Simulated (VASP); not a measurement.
# AgRh: single point with PBE

Crystal: AgRh.

```xyz
2
Lattice="2.5123 0.0000 0.0000 -1.2562 2.1758 0.0000 0.0000 0.0000 4.3494" Properties=species:S:1:pos:R:3 pbc="T T T"
Ag    0.0000    0.0000    2.1747
Rh    1.2562    0.7253    0.0000
```

This cell differs from its parent crystal: volume scaled by 0.74.

| Property | Result |
| --- | --- |
| Program | VASP 6.6.1 |
| Task | single point |
| Functional | PBE |
| Potentials or basis | VASP PAW PBE potentials, release 64 (Ag, Rh_pv) |
| Cutoff | 520 eV |
| k mesh | 14 × 14 × 7 |
| Occupations | fermi-dirac, width 0.05 eV |
| Spin | no spin polarisation |

| Item | Value |
| --- | --- |
| Pressure | 96.6 GPa |
| Band gap on the k mesh | zero (band 13 reaches 16.04 eV, above the bottom of band 14 at 13.90 eV) |

Stress tensor (GPa, compression positive):
```
102.17   0.00   0.00
  0.00 102.17   0.00
  0.00   0.00  85.34
```

Levels at points of the mesh, in eV from the Fermi level:
| k point | band 10 | band 11 | band 12 | band 13 | band 14 | band 15 | band 16 | band 17 |
| --- | --- | --- | --- | --- | --- | --- | --- | --- |
| (0.00, 0.00, 0.00) | -3.93 | -2.89 | -2.89 | -0.60 | 0.15 | 0.15 | 7.82 | 16.82 |
| (0.50, 0.00, 0.00) | -2.71 | -2.36 | -0.07 | 1.81 | 2.51 | 5.34 | 10.43 | 10.70 |

It took 17 s on 1 thread of Intel(R) Xeon(R) 6975P-C (Granite Rapids), with other jobs on the host, peak memory 0.17 GiB.
